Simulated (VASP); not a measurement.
Here is a VASP 6.6.1 calculation.

Contents of POSCAR:

```
Li
1.0
   -1.7232274616      1.7232274616      1.7232274616
    1.7232274616     -1.7232274616      1.7232274616
    1.7232274616      1.7232274616     -1.7232274616
Li
1
Direct
    0.0000000000      0.0000000000      0.0000000000
```

File INCAR.step1:

```
  PREC = Accurate
  ENCUT = 520
  ISMEAR = -1
  SIGMA = 0.1
  LREAL = F
  LASPH = T
  NELM = 60
  NBANDS = 8
  GGA = PE
  ALGO = Normal
  EDIFF = 1E-4
  LWAVE = T
  LCHARG = F
```

Contents of INCAR.step2:

```
  PREC = Accurate
  ENCUT = 520
  EDIFF = 1E-6
  ISMEAR = -1
  SIGMA = 0.1
  LREAL = F
  LASPH = T
  NELM = 60
  ALGO = Normal
  ISIF = 2
  LWAVE = F
  LCHARG = T
  METAGGA = R2SCAN
  LMIXTAU = T
  LELF = T
  LVHAR = T
  NBANDS = 8
  ISTART = 1
```

The input KPOINTS:

```
regular mesh
0
Gamma
  14 14 14
```

Potentials or basis: VASP PAW PBE potentials, release 64 (Li_sv).

Run with:

```sh
$ cat potpaw_PBE.64/Li_sv/POTCAR > POTCAR
$ cp INCAR.step1 INCAR
$ mpirun -np 1 vasp_std > vasp.out
$ cp INCAR.step2 INCAR
$ mpirun -np 1 vasp_std > vasp.out
```

Q: Predict the band gap on the k mesh.

A: Zero (an odd number of electrons rules out a gap without spin polarisation).
